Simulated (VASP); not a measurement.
# Si16N (a cell with a defect) in VASP: further runs, part 2 of 2

VASP 6.6.1. The steps go on from the part before.

## Step 3: Single point, PBEsol, collinear spin, ferromagnetic start

INCAR reads:

```
SYSTEM = Si16N
PREC = Accurate
ENCUT = 520
EDIFF = 1E-6
ISMEAR = -1
SIGMA = 0.05
LREAL = Auto
LASPH = .TRUE.
NELM = 150
ALGO = Normal
ISIF = 2
LWAVE = .FALSE.
LCHARG = .FALSE.
ISPIN = 2
MAGMOM = 0 0 0 0 0 0 0 0 0 0 0 0 0 0 0 0 1
LORBIT = 11
GGA = PS
NBANDS = 52
```

KPOINTS reads:

```
Automatic mesh
0
G
  2 2 2
  0 0 0
```

POSCAR reads:

```
Si16N
1.0
    0.0000000000      5.4300000000      5.4300000000
    5.4300000000      0.0000000000      5.4300000000
    5.4300000000      5.4300000000      0.0000000000
Si N
16 1
Direct
   -0.0193278085      0.0206906077     -0.0698618785
    0.0689686924      0.1000736648      0.1371454880
   -0.0504419890     -0.0127440147      0.4767955801
    0.0566298343      0.2163351750      0.5372375691
   -0.0268139963      0.4728176796     -0.0083425414
    0.0692725599      0.5403038674      0.1620165746
   -0.1134069982      0.6001473297      0.5213443831
    0.1269429098      0.6111786372      0.6581215470
    0.4429373849      0.0531767956     -0.0466022099
    0.6214180479      0.1200368324      0.0540699816
    0.4643462247      0.0660589319      0.4307734807
    0.5701565378      0.1759576427      0.5554235727
    0.4598987109      0.4989410681      0.0221823204
    0.5796593002      0.6816114180      0.1066022099
    0.5147605893      0.5464917127      0.4384438306
    0.5151104972      0.7078729282      0.6145764273
    1.2603867403      0.7459484346      0.8414364641
```

Potentials or basis: VASP PAW PBE potentials, release 64 (Si, N).

The run is started by

```console
$ cat potpaw_PBE.64/Si/POTCAR potpaw_PBE.64/N/POTCAR > POTCAR
$ mpirun -np 1 vasp_std > vasp.out
```

Wall time 5.4 min (1 thread of Intel Xeon 6975P-C (Granite Rapids), shared host); peak memory 0.71 GiB.

Results (log left out):

- Free energy: -92.9494 eV
- Pressure: -0.2 GPa
- Largest force: 4.508 eV/Å
- Net moment: 0.00 μB per cell
- Valence electrons inside the program's atomic spheres: Si 1.58, 1.72, 1.68, 1.76, 1.61, 1.64, 1.70, 1.71, 1.69, 1.55, 1.74, 1.66 (each value once); N 3.57

Forces in eV/Å, atoms in the order of the input:
```
Si  -2.050  0.994  1.071
Si  -2.391 -2.022  1.850
Si   2.369  2.161 -1.206
Si  -0.316  0.727 -0.180
Si   0.795 -1.127 -3.321
Si   2.285  2.824  2.669
Si  -1.365  0.706  0.327
Si  -1.421 -2.613  2.249
Si  -1.043 -1.234 -0.813
Si   2.094  0.284  0.640
Si  -1.224 -2.871 -1.655
Si   1.762  2.605  1.396
Si   0.564 -1.734 -0.393
Si  -3.076 -2.040  1.212
Si   1.157  1.508 -3.030
Si   1.783  0.467 -0.470
N    0.078  1.368 -0.349
```

Stress tensor (GPa, compression positive):
```
-0.97  5.98  0.80
 5.98 -0.59 -0.64
 0.80 -0.64  0.91
```

Levels at points of the mesh, in eV from the Fermi level:
Spin up:
```tsv
k point	band 31	band 32	band 33	band 34	band 35	band 36	band 37	band 38	band 39	band 40
(0.00, 0.00, 0.00)	-0.78	-0.58	-0.33	-0.15	-0.04	0.22	0.42	0.61	0.77	1.03
(0.50, 0.00, 0.00)	-1.34	-1.14	-0.80	-0.55	0.44	0.64	0.88	1.03	1.20	1.39
(0.00, 0.50, 0.00)	-1.05	-0.88	-0.72	-0.25	-0.01	0.67	0.83	0.92	1.22	1.61
(0.00, 0.00, 0.50)	-1.19	-0.95	-0.58	-0.21	0.04	0.33	0.82	1.13	1.41	1.48
(0.50, 0.50, 0.50)	-1.08	-0.82	-0.60	-0.36	-0.05	0.55	0.81	1.20	1.49	1.52
(0.50, 0.50, 0.00)	-1.36	-1.10	-0.98	-0.41	-0.13	0.72	1.20	1.37	1.67	1.92
(0.00, 0.50, 0.50)	-1.64	-1.10	-0.94	-0.74	0.42	0.95	1.09	1.40	1.63	1.91
(0.50, 0.00, 0.50)	-1.47	-1.22	-0.53	-0.24	-0.09	0.65	0.91	1.32	1.66	1.91
```
Spin down:
```
           k point  band 31  band 32  band 33  band 34  band 35  band 36  band 37  band 38  band 39  band 40
(0.00, 0.00, 0.00)    -0.78    -0.58    -0.33    -0.15    -0.04     0.22     0.42     0.61     0.77     1.03
(0.50, 0.00, 0.00)    -1.34    -1.14    -0.80    -0.55     0.44     0.64     0.88     1.03     1.20     1.39
(0.00, 0.50, 0.00)    -1.05    -0.88    -0.72    -0.25    -0.01     0.67     0.83     0.92     1.22     1.61
(0.00, 0.00, 0.50)    -1.19    -0.95    -0.58    -0.21     0.04     0.33     0.82     1.13     1.41     1.48
(0.50, 0.50, 0.50)    -1.08    -0.82    -0.60    -0.36    -0.05     0.55     0.81     1.20     1.49     1.52
(0.50, 0.50, 0.00)    -1.36    -1.10    -0.98    -0.41    -0.13     0.72     1.20     1.37     1.67     1.92
(0.00, 0.50, 0.50)    -1.64    -1.10    -0.94    -0.74     0.42     0.95     1.09     1.40     1.63     1.91
(0.50, 0.00, 0.50)    -1.47    -1.22    -0.53    -0.24    -0.09     0.65     0.91     1.32     1.66     1.91
```

Caveat: the k points lie up to 0.50 Å⁻¹ apart; the atoms stand as in a frame of molecular dynamics; the PAW data sets were made with another functional, which shifts forces and pressure a little.

## Step 4: Single point, PBEsol, collinear spin, ferromagnetic start

INCAR reads:

```
ALGO = Normal
EDIFF = 1E-6
ENCUT = 520
GGA = PS
ISIF = 2
ISMEAR = -1
ISPIN = 2
LASPH = True
LCHARG = False
LORBIT = 11
LREAL = Auto
LWAVE = False
MAGMOM = 0 0 0 0 0 0 0 0 0 0 0 0 0 0 0 0 1
NBANDS = 52
NELM = 150
PREC = Accurate
SIGMA = 0.05
```

KPOINTS reads:

```
k-points
0
Gamma
  2 2 2
```

POSCAR reads:

```
Si16N
1.0
    0.0000000000      5.4300000000      5.4300000000
    5.4300000000      0.0000000000      5.4300000000
    5.4300000000      5.4300000000      0.0000000000
Si N
16 1
Direct
    0.0576243094      0.0312154696     -0.1392817680
    0.0725046041      0.1377532228      0.0869244936
   -0.0444751381      0.0355432781      0.4785451197
    0.0839042357      0.2368876611      0.5411602210
   -0.0051012891      0.5146040516     -0.0159484346
    0.0970257827      0.5700092081      0.1730478821
   -0.0633793738      0.5607826888      0.5192173112
    0.1153867403      0.6737845304      0.6176703499
    0.4769705341      0.0394935543     -0.0227163904
    0.6638029466      0.1147053407      0.0644106814
    0.4496500921      0.0406813996      0.4426703499
    0.5754880295      0.1441620626      0.6194843462
    0.4749907919      0.4876979742      0.0125966851
    0.6381215470      0.6569797422      0.0801841621
    0.4999355433      0.5295488029      0.4679834254
    0.5816758748      0.6908655617      0.6103314917
    1.2456537753      0.7526151013      0.9375506446
```

The run is started by

```console
$ cat potpaw_PBE.64/Si/POTCAR potpaw_PBE.64/N/POTCAR > POTCAR
$ mpirun -np 1 vasp_std > vasp.out
```

Run time: 7.7 min. Hardware: 1 thread of Oxide Virtual Turin-like, shared host; peak memory 0.68 GiB.

The run converged. Its results:

```yaml
Free_energy: -94.7120 eV
Pressure: 0.4 GPa
Largest_force: 4.764 eV/Å
Net_moment: 0.00 μB per cell
Valence_electrons_inside_the_program's_atomic_spheres: Si 1.65, 1.63, 1.77, 1.74, 1.67, 1.69, 1.66, 1.56 (each value once); N 3.67
```

Forces in eV/Å, atoms in the order of the input:
```
Si   0.670  3.686 -2.942
Si   0.672  1.257  1.424
Si   0.315 -0.934  0.715
Si  -4.031 -0.699 -0.941
Si  -1.134  0.012 -0.971
Si  -0.396  0.186  2.406
Si   2.278 -0.207  2.589
Si  -1.143  0.156  0.099
Si  -0.269 -0.658 -2.310
Si   0.476  0.563  0.504
Si   0.852  0.386  1.840
Si  -0.866 -1.257  1.114
Si   1.002 -0.527  1.718
Si   0.859 -0.963 -1.819
Si   0.146 -0.006 -0.279
Si  -0.461  0.090 -2.298
N    1.029 -1.082 -0.847
```

Stress tensor (GPa, compression positive):
```
 0.43 -0.46 -0.06
-0.46  0.33 -1.09
-0.06 -1.09  0.39
```

Levels at points of the mesh, in eV from the Fermi level:
Spin up:
```tsv
k point	band 33	band 34	band 35	band 36	band 37	band 38
(0.00, 0.00, 0.00)	-0.26	-0.04	0.12	0.36	0.51	0.53
(0.50, 0.00, 0.00)	-0.76	-0.25	0.56	0.85	1.05	1.10
(0.00, 0.50, 0.00)	-0.59	-0.34	-0.05	0.63	0.98	1.02
(0.00, 0.00, 0.50)	-0.61	-0.43	-0.23	0.64	0.90	1.14
(0.50, 0.50, 0.50)	-0.65	-0.39	-0.28	0.62	1.02	1.32
(0.50, 0.50, 0.00)	-0.98	-0.65	0.00	0.94	1.08	1.47
(0.00, 0.50, 0.50)	-0.99	-0.77	0.61	1.09	1.21	1.74
(0.50, 0.00, 0.50)	-1.07	-0.89	-0.30	0.85	1.14	1.68
```
Spin down:
```tsv
k point	band 32	band 33	band 34	band 35	band 36	band 37	band 38	band 39
(0.00, 0.00, 0.00)	-0.77	-0.26	-0.04	0.12	0.36	0.51	0.53	0.72
(0.50, 0.00, 0.00)	-1.02	-0.76	-0.25	0.56	0.85	1.05	1.10	1.40
(0.00, 0.50, 0.00)	-0.89	-0.59	-0.34	-0.05	0.63	0.98	1.02	1.28
(0.00, 0.00, 0.50)	-0.83	-0.61	-0.43	-0.23	0.64	0.90	1.14	1.36
(0.50, 0.50, 0.50)	-0.78	-0.65	-0.39	-0.28	0.62	1.02	1.32	1.35
(0.50, 0.50, 0.00)	-1.24	-0.98	-0.65	0.00	0.94	1.08	1.47	1.92
(0.00, 0.50, 0.50)	-1.22	-0.99	-0.77	0.61	1.09	1.21	1.74	1.94
(0.50, 0.00, 0.50)	-1.16	-1.07	-0.89	-0.30	0.85	1.14	1.68	1.97
```

Caveat: the k points lie up to 0.50 Å⁻¹ apart; the atoms stand as in a frame of molecular dynamics; the PAW data sets were made with another functional, which shifts forces and pressure a little.

## Step 5: Summary

```csv
cell,gap on the mesh (eV),pressure (GPa),moment (μB),largest force (eV/Å)
"as given, atomic positions A",none,2.6,0.00,3.62
"as given, atomic positions B",none,-0.2,0.00,4.51
"as given, atomic positions C",none,0.4,0.00,4.76
```

Alike in all rows: task single point; level PBEsol; potentials or basis VASP PAW PBE potentials, release 64 (Si, N); spin collinear, ferromagnetic start; k mesh 2 × 2 × 2; cutoff (eV) 520; smearing fermi-dirac 0.05 eV.

Caveats: all runs use coarse meshes; the atoms stand as in a frame of molecular dynamics; the PAW data sets were made with another functional, which shifts forces and pressure a little.

Absolute energies hang on the potentials; compare differences alone.
